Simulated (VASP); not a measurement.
Input of a VASP 6.6.1 run:

The input INCAR:

```
PREC = Accurate
ENCUT = 520
EDIFF = 1E-6
ISMEAR = -1
SIGMA = 0.15
LREAL = F
LASPH = T
NELM = 60
ALGO = Normal
ISIF = 2
LWAVE = F
LCHARG = F
GGA = PS
NBANDS = 12
```

KPOINTS

```
Automatic mesh
0
Gamma
  20 20 20
```

File POSCAR:

```
V
1.0
   -1.4813160365      1.4813160365      1.4813160365
    1.4813160365     -1.4813160365      1.4813160365
    1.4813160365      1.4813160365     -1.4813160365
V
1
Direct
    0.0000000000      0.0000000000      0.0000000000
```

Potentials or basis: VASP PAW PBE potentials, release 64 (V_sv).

Command:

```sh
$ cat potpaw_PBE.64/V_sv/POTCAR > POTCAR
$ mpirun -np 1 vasp_std > vasp.out
```

(1) Predict the pressure.

Answers

(1) 0.1 GPa.

Caveat: the PAW data sets were made with another functional, which shifts forces and pressure a little.
